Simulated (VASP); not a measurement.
## Ga4Sb3P: single point with r2SCAN

The system is Ga4Sb3P.

```
CELL_PARAMETERS angstrom
4.21130 0.00000 0.00000
-2.10565 3.64709 0.00000
0.00000 0.00000 13.87539
ATOMIC_POSITIONS crystal
P 0.66667 0.33333 0.99965
Sb 0.66667 0.33333 0.49938
Sb 0.33333 0.66667 0.75857
Sb 0.33333 0.66667 0.24008
Ga 0.66667 0.33333 0.82840
Ga 0.66667 0.33333 0.30829
Ga 0.33333 0.66667 0.56810
Ga 0.33333 0.66667 0.04753
```

```yaml
Program: VASP 6.6.1
Task: single point
Functional: r2SCAN
Potentials_or_basis: VASP PAW PBE potentials, release 64 (P, Sb, Ga_d)
Cutoff: 520 eV
k_mesh: 12 × 12 × 2
Occupations: fermi-dirac, width 0.02 eV
Spin: no spin polarisation
```

| Quantity | Value |
| --- | --- |
| Pressure | 0.0 GPa |
| Largest force | 0.113 eV/Å |
| Band gap on the k mesh | zero (band 36 reaches 4.95 eV, above the bottom of band 37 at 4.83 eV) |

Forces in eV/Å, atoms in the order of the input:
```
P    0.000  0.000 -0.066
Sb   0.000  0.000  0.028
Sb   0.000  0.000  0.033
Sb   0.000  0.000 -0.004
Ga   0.000  0.000 -0.049
Ga   0.000  0.000 -0.009
Ga   0.000  0.000 -0.046
Ga   0.000  0.000  0.113
```

Stress tensor (GPa, compression positive):
```
-0.06  0.00  0.00
 0.00 -0.06  0.00
 0.00  0.00  0.20
```

Levels at points of the mesh, in eV from the Fermi level:
```tsv
k point	band 34	band 35	band 36	band 37	band 38	band 39
(0.00, 0.00, 0.00)	-0.57	-0.46	0.06	0.06	0.96	1.34
(0.50, 0.00, 0.00)	-2.32	-2.08	-1.35	0.58	1.03	1.11
(0.00, 0.00, 0.50)	-0.38	-0.23	-0.07	-0.07	1.15	1.67
(0.50, 0.00, 0.50)	-2.08	-1.79	-1.53	0.58	1.07	1.23
```

Run time: 16 min on 1 thread of Intel(R) Xeon(R) Platinum 8259CL CPU @ 2.50GHz (Skylake/Cascade Lake), on a shared host, peak memory 0.56 GiB.

Caveat: the PAW data sets were made with another functional, which shifts forces and pressure a little; spin-orbit coupling is left out, which moves the levels of the heavy elements.
